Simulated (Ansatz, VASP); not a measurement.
# MnSe in VASP and in Ansatz

```xyz
2
Lattice="0.0000 2.7918 2.7918 2.7918 0.0000 2.7918 2.7918 2.7918 0.0000" Properties=species:S:1:pos:R:3 pbc="T T T"
Mn    0.0000    0.0000    0.0000
Se    4.1877    4.1877    4.1877
```

Alike in both runs: task single point; functional LDA; k mesh 14 × 14 × 14; occupations gaussian, width 0.2 eV; collinear spin.

|  | VASP | Ansatz |
| --- | --- | --- |
| version | VASP 6.6.1 | Ansatz 0.2.0 |
| potentials or method | VASP PAW LDA potentials, release 64 (Mn_pv, Se), cutoff 520 eV | scalar-relativistic, plane waves, PAW |
| valence electrons in the cell | 19 | 31 |

```csv
,VASP,Ansatz,Ansatz less VASP
gap on the k mesh at the Fermi level (eV),none,none,-
pressure (GPa),-0.2,0.7,+0.93
net moment per atom (μB),2.07,2.13,+0.063
size of the moment on the site where the two differ most (μB),3.74,3.68,-0.058
```

LDA's correlation is that of Perdew and Zunger in VASP and of Perdew and Wang (1992) in Ansatz. Site moments also hang on the region over which each program counts them. A gap of «none» marks a metal or a gap that the smearing closes. VASP's potentials hold 19 valence electrons a cell and Ansatz's 31, so a difference there can come from the potentials and not from the codes.
